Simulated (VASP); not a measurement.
The system is PbF2.

```xyz
3
Lattice="0.0000 2.9637 2.9637 2.9637 0.0000 2.9637 2.9637 2.9637 0.0000" Properties=species:S:1:pos:R:3 pbc="T T T"
Pb    0.0000    0.0000    0.0000
F     4.4455    4.4455    4.4455
F     1.4818    1.4818    1.4818
```

```yaml
Program: VASP 6.6.1
Task: relaxation of cell and atoms
Functional: LDA
Potentials_or_basis: VASP PAW LDA potentials, release 64 (Pb_d, F)
Cutoff: 600 eV
k_mesh: 8 × 8 × 8
Occupations: fermi-dirac, width 0.05 eV
Spin: no spin polarisation
```

At the start: pressure -4.6 GPa; volume 17.35 Å³/atom.

Where does the relaxation end?

Over 3 steps the energy falls by 15.3 meV/atom and the volume is 16.34 Å³/atom (-5.8 %); space group Fm-3m (No. 225, to 0.1 Å) before and after.

Step by step:
```tsv
step	energy change (eV)	largest force (eV/Å)	pressure (GPa)	volume (Å³)
1	0.0000	0.0000	-4.58	52.06
2	-0.0437	0.0000	1.16	48.41
3	-0.0459	0.0000	0.01	49.03
```

Final structure:
```
Pb F
1.0
     0.00000    2.90496    2.90496
     2.90496    0.00000    2.90496
     2.90496    2.90496    0.00000
Pb F
1 2
Direct
  0.00000 0.00000 0.00000
  0.75000 0.75000 0.75000
  0.25000 0.25000 0.25000
```
